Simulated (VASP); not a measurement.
# P (I4/mmm) in VASP: relaxation of cell and atoms with PBE

Aim: the relaxation of cell and atoms of P with PBE.

Everything below comes from runs of VASP 6.6.1. Logs are shortened: lines on timing, memory, paths and dates and some standing lists are left out, and cuts for length are marked.

## (1) The cell of the first run

Symmetry: I4/mmm, No. 139, tetragonal system. The conventional cell has a = 3.351 Å, b = 3.351 Å, c = 5.098 Å, α = 90.00°, β = 90.00°, γ = 90.00°. Within 4.4 Å of P (site symmetry 4/mmm) lie 12 P at 3.35 to 3.48 Å.

## (2) Relaxation of cell and atoms, PBE

Contents of INCAR:

```
SYSTEM = P
PREC = Accurate ; ENCUT = 600
EDIFF = 1E-6 ; ISMEAR = 0
SIGMA = 0.1 ; LREAL = .FALSE.
LASPH = .TRUE. ; NELM = 100
ALGO = Normal ; ISIF = 3
LWAVE = .FALSE. ; LCHARG = .FALSE.
GGA = PE ; IBRION = 2
NSW = 90 ; EDIFFG = -0.04
```

Contents of KPOINTS:

```
regular mesh
0
G
  8 8 8
  0 0 0
```

Contents of POSCAR:

```
P
1.0
   -1.6756086745      1.6756086745      2.5491941581
    1.6756086745     -1.6756086745      2.5491941581
    1.6756086745      1.6756086745     -2.5491941581
P
1
Direct
    0.0000000000      0.0000000000      0.0000000000
```

Potentials or basis: VASP PAW PBE potentials, release 64 (P).

Started as:

```
cat potpaw_PBE.64/P/POTCAR > POTCAR
mpirun -np 1 vasp_std > vasp.out
```

OUTCAR:

```text
SYSTEM = P
   PREC = Accurate
   ENCUT = 600
   EDIFF = 1E-6
   ISMEAR = 0
   LREAL = .FALSE.
   LASPH = .TRUE.
   NELM = 100
   ISIF = 3
   GGA = PE
   IBRION = 2
   NSW = 90
   EDIFFG = -0.04

 ion  position               nearest neighbor table
   1  0.000  0.000  0.000-

  LATTYP: Found a body centered tetragonal cell.
 ALAT       =     3.3512173490
 C/A-ratio  =     1.5213541186

  Lattice vectors:

 A1 = (  -1.6756086745,   1.6756086745,   2.5491941581)
 A2 = (   1.6756086745,  -1.6756086745,   2.5491941581)
 A3 = (   1.6756086745,   1.6756086745,  -2.5491941581)

Analysis of symmetry for initial positions (statically):
=====================================================================
 Subroutine PRICEL returns:
 Original cell was already a primitive cell.

 Routine SETGRP: Setting up the symmetry group for a
 body centered tetragonal supercell.

 Subroutine GETGRP returns: Found 16 space group operations
 (whereof 16 operations were pure point group operations)
 out of a pool of 16 trial point group operations.

The static configuration has the point symmetry D_4h.

Analysis of symmetry for dynamics (positions and initial velocities):
=====================================================================
 Subroutine PRICEL returns:
 Original cell was already a primitive cell.

 Routine SETGRP: Setting up the symmetry group for a
 body centered tetragonal supercell.

 Subroutine GETGRP returns: Found 16 space group operations
 (whereof 16 operations were pure point group operations)
 out of a pool of 16 trial point group operations.

The dynamic configuration has the point symmetry D_4h.

 Subroutine INISYM returns: Found 16 space group operations
 (whereof 16 operations are pure point group operations),
 and found     1 'primitive' translations

----------------------------------------------------------------------------------------

                                     Primitive cell

  volume of cell :      28.6291

  direct lattice vectors                    reciprocal lattice vectors
    -1.675608675  1.675608675  2.549194158     0.000000000  0.298399028  0.196140415
     1.675608675 -1.675608675  2.549194158     0.298399028  0.000000000  0.196140415
     1.675608675  1.675608675 -2.549194158     0.298399028  0.298399028  0.000000000

  length of vectors
     3.480476938  3.480476938  3.480476938     0.357089684  0.357089684  0.421999953

  position of ions in fractional coordinates (direct lattice)
     0.000000000  0.000000000  0.000000000

  ion indices of the primitive-cell ions
   primitive index   ion index
                 1           1

----------------------------------------------------------------------------------------

 KPOINTS: regular mesh

Automatic generation of k-mesh.
 Grid dimensions read from file:
 generate k-points for:    8    8    8

 Generating k-lattice:

  Cartesian coordinates                     Fractional coordinates (reciprocal lattice)
     0.000000000  0.037299879  0.024517552     0.125000000  0.000000000  0.000000000
     0.037299879  0.000000000  0.024517552     0.000000000  0.125000000  0.000000000
     0.037299879  0.037299879  0.000000000     0.000000000  0.000000000  0.125000000

  Length of vectors
     0.044636210  0.044636210  0.052749994

  Shift w.r.t. Gamma in fractional coordinates (k-lattice)
     0.000000000  0.000000000  0.000000000

 Subroutine IBZKPT returns following result:
 ===========================================

 Found     59 irreducible k-points:

 Following reciprocal coordinates:
            Coordinates               Weight
  0.000000  0.000000  0.000000      1.000000
  0.125000  0.000000 -0.000000      8.000000
  0.250000  0.000000 -0.000000      8.000000
  0.375000  0.000000  0.000000      8.000000
  0.500000  0.000000 -0.000000      4.000000
  0.125000  0.125000 -0.000000      8.000000
[... 16 lines left out ...]
  0.250000  0.125000  0.125000     16.000000
  0.375000  0.125000  0.125000      8.000000
 [... further k-points ...]
   k-points           NKPTS =     59   k-points in BZ     NKDIM =     59   number of bands    NBANDS=      6
   number of dos      NEDOS =    301   number of ions     NIONS =      1
   total plane-waves  NPLWV =  21952
   dimension x,y,z NGX =    28 NGY =   28 NGZ =   28
   dimension x,y,z NGXF=    56 NGYF=   56 NGZF=   56
   ions per type =               1
   NGX,Y,Z   is equivalent  to a cutoff of  13.37, 13.37, 13.37 a.u.
   NGXF,Y,Z  is equivalent  to a cutoff of  26.75, 26.75, 26.75 a.u.
 SYSTEM =  P
   PREC   = accura    normal or accurate (medium, high low for compatibility)
   ISTART =      0    job   : 0-new  1-cont  2-samecut
   ICHARG =      2    charge: 1-file 2-atom 10-const
   ISPIN  =      1    spin polarized calculation?
   LNONCOLLINEAR =      F non collinear calculations
   LSORBIT =      F    spin-orbit coupling
   LASPH  =      T    aspherical Exc in radial PAW
   ENCUT  =  600.0 eV  44.10 Ry    6.64 a.u.   6.95  6.95  6.95*2*pi/ulx,y,z
   NELM   =    100;   NELMIN=  2; NELMDL= -5     # of ELM steps
   EDIFF  = 0.1E-05   stopping-criterion for ELM
   LREAL  =      F    real-space projection
   EDIFFG = -.4E-01   stopping-criterion for IOM
   NSW    =     90    number of steps for IOM
   IBRION =      2    ionic relax: 0-MD 1-quasi-New 2-CG
   NFREE  =      1    steps in history (QN), initial steepest desc. (CG)
   ISIF   =      3    stress and relaxation
   ISYM   =      2    0-nonsym 1-usesym 2-fastsym
   POTIM  = 0.5000    time-step for ionic-motion
   TEBEG  =    0.0;   TEEND  =   0.0 temperature during run
   PSTRESS=    0.0 pullay stress
   NELECT =       5.0000    total number of electrons
   NUPDOWN=      -1.0000    fix difference up-down
   EMIN   =  10.00;   EMAX   =-10.00  energy-range for DOS
   EFERMI =   0.00;   METHOD = LEGACY
   ISMEAR =     0;   SIGMA  =   0.10  broadening in eV -4-tet -1-fermi 0-gaus
   EFERMI_NEDOS =   21; number of points for ismear=-14 and -15
   IALGO  =     38    algorithm
   IMIX   =      4    mixing-type and parameters
     AMIX     =   0.40;   BMIX     =  1.00
     AMIX_MAG =   1.60;   BMIX_MAG =  1.00
  volume/ion in A,a.u.               =      28.63       193.20
  Fermi-wavevector in a.u.,A,eV,Ry     =   0.915086  1.729263 11.393291  0.837383
  Thomas-Fermi vector in A             =   2.039788
   LORBIT       =      0    0 simple, 1 ext, 2 COOP (PROOUT), +10 PAW based schemes
   GGA     = PE    functional components
   LHFCALC =     F    Hartree Fock is set to
   AEXX    =    0.0000 exact exchange contribution
   IVDW    =     0    specifies the selected vdW correction
   LEPSILON=     F    determine dielectric tensor
   LRPA    =     F    only Hartree local field effects (RPA)
 conjugate gradient relaxation of ions
 non-spin polarized calculation
 Gauss-broadening in eV      SIGMA  =   0.10
  energy-cutoff  :      600.00
  volume of cell :       28.63
 maximum number of plane-waves:       974
   NGX = 13   NGY = 13   NGZ = 13

--------------------------------------- Ionic step        1  -------------------------------------------

 number of electron       4.9999999 magnetization

 Free energy of the ion-electron system (eV)
  ---------------------------------------------------
  ext. energy  EPLUGINS =         0.00000000
  ---------------------------------------------------
  free energy    TOTEN  =        -3.27433146 eV

  energy without entropy =       -3.26734400  energy(sigma->0) =       -3.27083773

 E-fermi :   2.2195     XC(G=0):  -8.6540

 val. band max:        2.2173990712   @ k =   0.3750   0.3750   0.1250
 cond. band min:       2.2677683895   @ k =  -0.3750  -0.3750   0.2500
 fundamental gap:      0.0503693182
 Fermi energy:         2.2194742144

 k-point     1 :       0.0000    0.0000    0.0000
  band No.  band energies     occupation
      1      -8.8923      2.00000
      2       4.7063      0.00000
      3       4.8394      0.00000
      4       4.8394      0.00000
      5      11.2593      0.00000
      6      12.1307      0.00000
[... 525 lines left out ...]
 k-point    24 :       0.3750    0.1250    0.1250
  band No.  band energies     occupation
      1       1.2244      2.00000
      2       3.1669      2.00000
      3      11.6019      0.00000
      4      12.3738      0.00000
      5      16.6937      0.00000
      6      17.3709      0.00000

 [... further k-points ...]

[... ionic steps 4 to 10 ...]

--------------------------------------- Ionic step       11  -------------------------------------------

 number of electron       5.0000000 magnetization

------------------------ aborting loop because EDIFF is reached ----------------------------------------

  FORCE on cell =-STRESS in cart. coord.  units (eV):
  Direction    XX          YY          ZZ          XY          YZ          ZX
  --------------------------------------------------------------------------------------
  -------------------------------------------------------------------------------------
  Total       -0.0962898     -0.0962898      0.0220272      0.0000000     -0.0000000      0.0000000
  in kB       -9.8832994     -9.8832994      2.2608940      0.0000000     -0.0000000      0.0000000
  external PRESSURE =      -5.8352349 kB  Pullay stress =       0.0000000 kB
[... 55 lines left out ...]
  energy  without entropy=       -4.7601615123  energy(sigma->0) =       -4.76142506

--------------------------------------- Ionic step       13  -------------------------------------------

 number of electron       5.0000000 magnetization

 Free energy of the ion-electron system (eV)
  ---------------------------------------------------
  ext. energy  EPLUGINS =         0.00000000
  ---------------------------------------------------
  free energy    TOTEN  =        -4.76291127 eV

  energy without entropy =       -4.76045571  energy(sigma->0) =       -4.76168349

 E-fermi :   8.5180     XC(G=0): -11.0547

 val. band max:        8.4907537135   @ k =   0.3750   0.3750   0.0000
 cond. band min:       8.5350727608   @ k =  -0.1250   0.1250   0.1250
 fundamental gap:      0.0443190473
 Fermi energy:         8.5179759099

 k-point     1 :       0.0000    0.0000    0.0000
  band No.  band energies     occupation
      1      -7.2103      2.00000
      2       9.7819      0.00000
      3      14.8493      0.00000
      4      16.5653      0.00000
      5      16.5653      0.00000
      6      17.6618      0.00000
[... 235 lines left out ...]
  FREE ENERGIE OF THE ION-ELECTRON SYSTEM (eV)
  ---------------------------------------------------
  free  energy   TOTEN  =        -4.7629112651 eV

  energy  without entropy=       -4.7604557129  energy(sigma->0) =       -4.76168349

 reached required accuracy - stopping structural energy minimisation
```

Wall time 55 s (1 thread of Intel Xeon 6975P-C, shared host); peak memory 0.16 GiB.

Results:

```yaml
Free_energy: -4.7629 eV
Relaxed_volume: 15.56 Å³/atom
Relaxed_cell: a = 3.205 Å, b = 3.205 Å, c = 3.205 Å, α = 136.22°, β = 136.22°, γ = 63.65°
Space_group_after_relaxing_to_0.05_Å: I4/mmm (No. 139)
Energy_gained_by_relaxing: 1488.6 meV/atom
Ionic_steps: 13
Pressure_after_relaxing: -0.1 GPa
```

Stress tensor (GPa, compression positive):
```
-0.06  0.00  0.00
 0.00 -0.06  0.00
 0.00  0.00 -0.33
```

The path:
```
step  energy change (eV)  largest force (eV/Å)  pressure (GPa)  volume (Å³)
   1              0.0000                0.0000          -15.76        28.63
   2             -1.0522                0.0000          -13.71        18.47
   3             -1.2409                0.0000           -4.13        15.42
   4             -1.2551                0.0000            0.64        14.40
   5             -1.2546                0.0000           -0.54        14.62
   6             -1.2950                0.0000           -0.19        14.47
   7             -1.4123                0.0000            7.79        13.84
   8             -1.4350                0.0000            5.23        14.24
   9             -1.4864                0.0000           -0.10        15.41
  10             -1.4882                0.0000           -0.67        15.68
  11             -1.4883                0.0000           -0.58        15.61
  12             -1.4884                0.0000           -0.63        15.64
  13             -1.4886                0.0000           -0.15        15.56
```

Final structure:
```
CELL_PARAMETERS angstrom
-1.19511 1.19511 2.72345
1.19511 -1.19511 2.72345
1.19511 1.19511 -2.72345
ATOMIC_POSITIONS crystal
P 0.00000 0.00000 0.00000
```

Levels at points of the mesh, in eV from the Fermi level:
```tsv
k point	band 1	band 2	band 3	band 4	band 5	band 6
(0.00, 0.00, 0.00)	-15.73	1.26	6.33	8.05	8.05	9.14
(0.50, 0.00, 0.00)	-9.74	-7.50	0.21	4.56	10.29	14.26
(0.50, 0.50, 0.00)	-4.44	-4.03	-2.68	2.61	2.98	5.74
(0.50, 0.50, 0.50)	-13.24	-7.56	6.57	6.57	7.74	11.96
```

Caveat: the volume moved by over 15 % at a fixed basis, so the end points are rough.
